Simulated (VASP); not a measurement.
# AlN (Pm) in VASP: single point with PBE

Aim: the single point of AlN with PBE.

All numbers are computed with VASP 6.6.1; they aren't measurements. Logs are shortened: lines on timing, memory, paths and dates and some standing lists are left out, and cuts for length are marked.

**1. The cell of the first run**

It takes space group Pm (No. 6, monoclinic). The conventional cell has a = 3.886 Å, b = 2.977 Å, c = 4.177 Å, α = 90.00°, β = 101.67°, γ = 90.00°. Al (site symmetry m) has 3 N at 1.93 to 2.23 Å within 2.6 Å. Al (site symmetry m) has 4 N at 1.94 to 2.00 Å within 2.6 Å. Within 2.0 Å of N (site symmetry m) lie 1 N at 1.49 Å and 3 Al at 1.95 to 2.00 Å. N (site symmetry m) has 1 N at 1.49 Å and 3 Al at 1.93 to 1.94 Å within 2.0 Å.

The cell was generated, and may not be a known phase.

**2. Single point, PBE**

Contents of INCAR:

```
PREC = Accurate
ENCUT = 520
EDIFF = 1E-6
ISMEAR = 0
SIGMA = 0.1
LREAL = False
LASPH = True
NELM = 100
ALGO = Normal
ISIF = 2
LWAVE = False
LCHARG = False
GGA = PE
NBANDS = 16
```

Contents of KPOINTS:

```
Automatic mesh
0
Gamma
  12 16 12
```

Contents of POSCAR:

```
AlN
1.0
    3.8861629789      0.0000000000     -0.0133922529
    0.0000000000      2.9773073954      0.0000000000
   -0.8306358342      0.0000000000      4.0933018325
Al N
2 2
Direct
    0.0594295753      0.0000000000      0.1573498031
    0.7246309001      0.5000000000      0.5846658384
    0.0707097392      0.0000000000      0.6937668033
    0.4013098054      0.0000000000      0.5642175551
```

Potentials or basis: VASP PAW PBE potentials, release 64 (Al, N).

The run is started by

```console
cat potpaw_PBE.64/Al/POTCAR potpaw_PBE.64/N/POTCAR > POTCAR
mpirun -np 1 vasp_std > vasp.out
```

OUTCAR:

```text
PREC = Accurate
   ENCUT = 520
   EDIFF = 1E-6
   ISMEAR = 0
   LREAL = False
   LASPH = True
   NELM = 100
   ISIF = 2
   GGA = PE

 ion  position               nearest neighbor table
   1  0.059  0.000  0.157-   4 1.93   3 1.95   3 2.23   2 2.83   2 2.83   2 2.89   2 2.89   2 3.20
                             2 3.20
   2  0.725  0.500  0.585-   4 1.94   4 1.94   3 2.00   3 2.00   1 2.83   1 2.83   1 2.89   1 2.89
                             1 3.20   1 3.20
   3  0.071  0.000  0.694-   4 1.49   1 1.95   2 2.00   2 2.00   1 2.23
   4  0.401  0.000  0.564-   3 1.49   1 1.93   2 1.94   2 1.94

  LATTYP: Found a simple monoclinic cell.
 ALAT       =     3.8861860546
 B/A-ratio  =     0.7661257988
 C/A-ratio  =     1.0747633323
 COS(beta)  =    -0.2022483725

  Lattice vectors:

 A1 = (   3.8861629789,   0.0000000000,  -0.0133922529)
 A2 = (   0.0000000000,   2.9773073954,   0.0000000000)
 A3 = (  -0.8306358342,   0.0000000000,   4.0933018325)

Analysis of symmetry for initial positions (statically):
=====================================================================
 Subroutine PRICEL returns:
 Original cell was already a primitive cell.

 Routine SETGRP: Setting up the symmetry group for a
 simple monoclinic supercell.

 Subroutine GETGRP returns: Found  2 space group operations
 (whereof  2 operations were pure point group operations)
 out of a pool of  4 trial point group operations.

The static configuration has the point symmetry C_1h.

Analysis of symmetry for dynamics (positions and initial velocities):
=====================================================================
 Subroutine PRICEL returns:
 Original cell was already a primitive cell.

 Routine SETGRP: Setting up the symmetry group for a
 simple monoclinic supercell.

 Subroutine GETGRP returns: Found  2 space group operations
 (whereof  2 operations were pure point group operations)
 out of a pool of  4 trial point group operations.

The dynamic configuration has the point symmetry C_1h.

 Subroutine INISYM returns: Found  2 space group operations
 (whereof  2 operations are pure point group operations),
 and found     1 'primitive' translations

----------------------------------------------------------------------------------------

                                     Primitive cell

  volume of cell :      47.3276

  direct lattice vectors                    reciprocal lattice vectors
     3.886162979  0.000000000 -0.013392253     0.257503302  0.000000000  0.052254019
     0.000000000  2.977307395  0.000000000     0.000000000  0.335873952  0.000000000
    -0.830635834  0.000000000  4.093301832     0.000842486  0.000000000  0.244472516

  length of vectors
     3.886186055  2.977307395  4.176730274     0.262751656  0.335873952  0.244473968

  position of ions in fractional coordinates (direct lattice)
     0.059429575  0.000000000  0.157349803
     0.724630900  0.500000000  0.584665838
     0.070709739  0.000000000  0.693766803
     0.401309805  0.000000000  0.564217555

  ion indices of the primitive-cell ions
   primitive index   ion index
                 1           1
                 2           2
                 3           3
                 4           4

----------------------------------------------------------------------------------------

 KPOINTS: Automatic mesh

Automatic generation of k-mesh.
 Grid dimensions read from file:
 generate k-points for:   12   16   12

 Generating k-lattice:

  Cartesian coordinates                     Fractional coordinates (reciprocal lattice)
     0.021458608  0.000000000  0.004354502     0.083333333  0.000000000  0.000000000
     0.000000000  0.020992122  0.000000000     0.000000000  0.062500000  0.000000000
     0.000070207  0.000000000  0.020372710     0.000000000  0.000000000  0.083333333

  Length of vectors
     0.021895971  0.020992122  0.020372831

  Shift w.r.t. Gamma in fractional coordinates (k-lattice)
     0.000000000  0.000000000  0.000000000

 Subroutine IBZKPT returns following result:
 ===========================================

 Found    666 irreducible k-points:

 Following reciprocal coordinates:
            Coordinates               Weight
  0.000000  0.000000  0.000000      1.000000
  0.083333  0.000000  0.000000      2.000000
  0.166667  0.000000  0.000000      2.000000
  0.250000  0.000000  0.000000      2.000000
  0.333333  0.000000  0.000000      2.000000
  0.416667  0.000000  0.000000      2.000000
[... 16 lines left out ...]
  0.083333  0.187500  0.000000      4.000000
  0.166667  0.187500  0.000000      4.000000
 [... further k-points ...]
   k-points           NKPTS =    666   k-points in BZ     NKDIM =    666   number of bands    NBANDS=     16
   number of dos      NEDOS =    301   number of ions     NIONS =      4
   total plane-waves  NPLWV =  23040
   dimension x,y,z NGX =    30 NGY =   24 NGZ =   32
   dimension x,y,z NGXF=    60 NGYF=   48 NGZF=   64
   ions per type =               2   2
   NGX,Y,Z   is equivalent  to a cutoff of  12.83, 13.40, 12.74 a.u.
   NGXF,Y,Z  is equivalent  to a cutoff of  25.67, 26.80, 25.47 a.u.
 SYSTEM =  unknown system
   PREC   = accura    normal or accurate (medium, high low for compatibility)
   ISTART =      0    job   : 0-new  1-cont  2-samecut
   ICHARG =      2    charge: 1-file 2-atom 10-const
   ISPIN  =      1    spin polarized calculation?
   LNONCOLLINEAR =      F non collinear calculations
   LSORBIT =      F    spin-orbit coupling
   LASPH  =      T    aspherical Exc in radial PAW
   ENCUT  =  520.0 eV  38.22 Ry    6.18 a.u.   7.23  5.54  7.77*2*pi/ulx,y,z
   NELM   =    100;   NELMIN=  2; NELMDL= -5     # of ELM steps
   EDIFF  = 0.1E-05   stopping-criterion for ELM
   LREAL  =      F    real-space projection
   EDIFFG = 0.1E-04   stopping-criterion for IOM
   NSW    =      0    number of steps for IOM
   IBRION =     -1    ionic relax: 0-MD 1-quasi-New 2-CG
   NFREE  =      0    steps in history (QN), initial steepest desc. (CG)
   ISIF   =      2    stress and relaxation
   ISYM   =      2    0-nonsym 1-usesym 2-fastsym
   POTIM  = 0.5000    time-step for ionic-motion
   TEBEG  =    0.0;   TEEND  =   0.0 temperature during run
   PSTRESS=    0.0 pullay stress
   NELECT =      16.0000    total number of electrons
   NUPDOWN=      -1.0000    fix difference up-down
   EMIN   =  10.00;   EMAX   =-10.00  energy-range for DOS
   EFERMI =   0.00;   METHOD = LEGACY
   ISMEAR =     0;   SIGMA  =   0.10  broadening in eV -4-tet -1-fermi 0-gaus
   EFERMI_NEDOS =   21; number of points for ismear=-14 and -15
   IALGO  =     38    algorithm
   IMIX   =      4    mixing-type and parameters
     AMIX     =   0.40;   BMIX     =  1.00
     AMIX_MAG =   1.60;   BMIX_MAG =  1.00
  volume/ion in A,a.u.               =      11.83        79.85
  Fermi-wavevector in a.u.,A,eV,Ry     =   1.140451  2.155140 17.696123  1.300628
  Thomas-Fermi vector in A             =   2.277153
   LORBIT       =      0    0 simple, 1 ext, 2 COOP (PROOUT), +10 PAW based schemes
   GGA     = PE    functional components
   LHFCALC =     F    Hartree Fock is set to
   AEXX    =    0.0000 exact exchange contribution
   IVDW    =     0    specifies the selected vdW correction
   LEPSILON=     F    determine dielectric tensor
   LRPA    =     F    only Hartree local field effects (RPA)
 non-spin polarized calculation
 Gauss-broadening in eV      SIGMA  =   0.10
  energy-cutoff  :      520.00
  volume of cell :       47.33
 maximum number of plane-waves:      1298
 NGX is ok and might be reduce to    30
   NGX = 15   NGY = 11   NGZ = 15

 number of electron      16.0000002 magnetization

 Free energy of the ion-electron system (eV)
  ---------------------------------------------------
  ext. energy  EPLUGINS =         0.00000000
  ---------------------------------------------------
  free energy    TOTEN  =       -24.66325024 eV

  energy without entropy =      -24.66291668  energy(sigma->0) =      -24.66308346

 E-fermi :   7.4298     XC(G=0): -10.4480

 val. band max:        7.4297600058   @ k =   0.4167   0.5000   0.0000
 cond. band min:       7.4302741571   @ k =   0.5000   0.0625   0.0000
 fundamental gap:      0.0005141513
 Fermi energy:         7.4297677885

 k-point     1 :       0.0000    0.0000    0.0000
  band No.  band energies     occupation
      1     -12.2882      2.00000
      2      -5.1133      2.00000
      3      -2.0518      2.00000
      4       0.3862      2.00000
      5       2.4071      2.00000
      6       2.6755      2.00000
[... 8 lines left out ...]
     15      17.9352      0.00000
     16      18.4305      0.00000

 k-point     2 :       0.0833    0.0000    0.0000
  band No.  band energies     occupation
      1     -12.2574      2.00000
      2      -5.3331      2.00000
      3      -1.8795      2.00000
      4       0.4821      2.00000
      5       2.4721      2.00000
      6       2.7007      2.00000
[... 8 lines left out ...]
     15      17.5083      0.00000
     16      18.5578      0.00000

 k-point     3 :       0.1667    0.0000    0.0000
  band No.  band energies     occupation
      1     -12.1695      2.00000
      2      -5.8404      2.00000
      3      -1.5061      2.00000
      4       0.7152      2.00000
      5       2.6780      2.00000
      6       2.7723      2.00000
[... 8 lines left out ...]
     15      16.9655      0.00000
     16      18.6050      0.00000

 k-point     4 :       0.2500    0.0000    0.0000
  band No.  band energies     occupation
      1     -12.0395      2.00000
      2      -6.4155      2.00000
      3      -1.1013      2.00000
      4       0.9022      2.00000
      5       2.8783      2.00000
      6       3.0567      2.00000
[... 8 lines left out ...]
     15      16.7000      0.00000
     16      18.5505      0.00000
[... 324 lines left out ...]
 k-point    22 :       0.0000    0.1875    0.0000
  band No.  band energies     occupation
      1     -12.0826      2.00000
      2      -4.9329      2.00000
      3      -1.8858      2.00000
      4       0.5743      2.00000
      5       1.1491      2.00000
      6       2.9967      2.00000
[... 8 lines left out ...]
     15      17.8417      0.00000
     16      18.3742      0.00000

 k-point    23 :       0.0833    0.1875    0.0000
  band No.  band energies     occupation
      1     -12.0537      2.00000
      2      -5.1412      2.00000
      3      -1.7172      2.00000
      4       0.6315      2.00000
      5       1.2304      2.00000
      6       3.0292      2.00000
[... 8 lines left out ...]
     15      17.4297      0.00000
     16      18.1784      0.00000

 k-point    24 :       0.1667    0.1875    0.0000
  band No.  band energies     occupation
      1     -11.9716      2.00000
      2      -5.6246      2.00000
      3      -1.3434      2.00000
      4       0.7668      2.00000
      5       1.4500      2.00000
      6       3.1407      2.00000
[... 8 lines left out ...]
     15      16.8588      0.00000
     16      17.9030      0.00000

 [... further k-points ...]
[... 5 lines left out ...]
  --------------------------------------------------------------------------------------
  -------------------------------------------------------------------------------------
  Total       -0.0001160     -0.0765585     -0.0412089      0.0000000      0.0000000     -0.0239659
  in kB       -0.0039258     -2.5917275     -1.3950416      0.0000000      0.0000000     -0.8113164
  external PRESSURE =      -1.3302317 kB  Pullay stress =       0.0000000 kB

 VOLUME and BASIS-vectors are now :
 -----------------------------------------------------------------------------
  energy-cutoff  :      520.00
  volume of cell :       47.33
      direct lattice vectors                 reciprocal lattice vectors
     3.886162979  0.000000000 -0.013392253     0.257503302  0.000000000  0.052254019
     0.000000000  2.977307395  0.000000000     0.000000000  0.335873952  0.000000000
    -0.830635834  0.000000000  4.093301832     0.000842486  0.000000000  0.244472516

 POSITION                                       TOTAL-FORCE (eV/Angst)
 -----------------------------------------------------------------------------------
      0.10025      0.00000      0.64328         0.000988      0.000000     -0.008785
      2.33039      1.48865      2.38351        -0.001269      0.000000      0.000392
     -0.30148      0.00000      2.83885        -0.045625      0.000000      0.026792
      1.09090      0.00000      2.30414         0.045906      0.000000     -0.018399
 -----------------------------------------------------------------------------------
    total drift:                               -0.000124      0.000000     -0.000042

  FREE ENERGIE OF THE ION-ELECTRON SYSTEM (eV)
  ---------------------------------------------------
  free  energy   TOTEN  =       -24.6632502369 eV

  energy  without entropy=      -24.6629166830  energy(sigma->0) =      -24.66308346
```

Wall time 9.6 min (1 thread of Intel Xeon Platinum 8375C at 2.90GHz (Ice Lake), shared host); peak memory 0.49 GiB.

What came out:

```yaml
Free_energy: -24.6633 eV
Pressure: -0.1 GPa
Largest_force: 0.053 eV/Å
Band_gap_on_the_k_mesh: zero (bands 8 and 9 overlap by 0.20 eV)
```

Forces in eV/Å, atoms in the order of the input:
```
Al   0.001  0.000 -0.009
Al  -0.001  0.000  0.000
N   -0.046  0.000  0.027
N    0.046  0.000 -0.018
```

Caveat: semilocal functionals underestimate gaps, and a narrow one can read as zero.
